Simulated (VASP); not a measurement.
Crystal: HfO2.

```
CELL_PARAMETERS angstrom
5.21946 0.00000 0.00000
0.00000 5.00476 0.00000
0.00000 0.00000 5.03269
ATOMIC_POSITIONS crystal
Hf 0.96699 0.73252 0.74144
Hf 0.53301 0.73252 0.24144
Hf 0.46699 0.26748 0.74144
Hf 0.03301 0.26748 0.24144
O 0.63213 0.92865 0.87927
O 0.86787 0.92865 0.37927
O 0.23395 0.53988 0.49229
O 0.26605 0.53988 0.99229
O 0.76605 0.46012 0.99229
O 0.73395 0.46012 0.49229
O 0.13213 0.07135 0.87927
O 0.36787 0.07135 0.37927
```

Base run:

```yaml
Program: VASP 6.6.1
Functional: SVWN5
Potentials_or_basis: VASP PAW PBE potentials, release 64 (Hf_pv, O)
Cutoff: 520 eV
k_mesh: 5 × 6 × 5
Occupations: fermi-dirac, width 0.05 eV
Spin: no spin polarisation
```

Its results: band gap on the k mesh 4.26 eV, indirect (least direct gap 4.47 eV); pressure -8.1 GPa; largest force 0.109 eV/Å.

Question: After a change of settings the same cell gave: band gap on the k mesh 4.50 eV, indirect (least direct gap 4.69 eV); pressure 10.0 GPa; largest force 0.083 eV/Å. Which change was it?
A. functional from SVWN5 to RPBE; further incar settings from ALGO = Normal; EDIFF = 1e-07; NBANDS = 56 to ALGO = Normal; EDIFF = 1e-06; NBANDS = 56
B. functional from SVWN5 to PBE; occupations from fermi-dirac, width 0.05 eV to gaussian, width 0.015 eV
C. functional from SVWN5 to revPBE
D. functional from SVWN5 to PBE exchange alone; further incar settings from ALGO = Normal; EDIFF = 1e-07; NBANDS = 56 to ALGO = Normal; EDIFF = 1e-06; NBANDS = 56

Answer: C.

revPBE binds less tightly than SVWN5, so the same cell stands under more pressure.

Caveats: the PAW data sets were made with another functional, which shifts forces and pressure a little; spin-orbit coupling is left out, which moves the levels of the heavy elements.
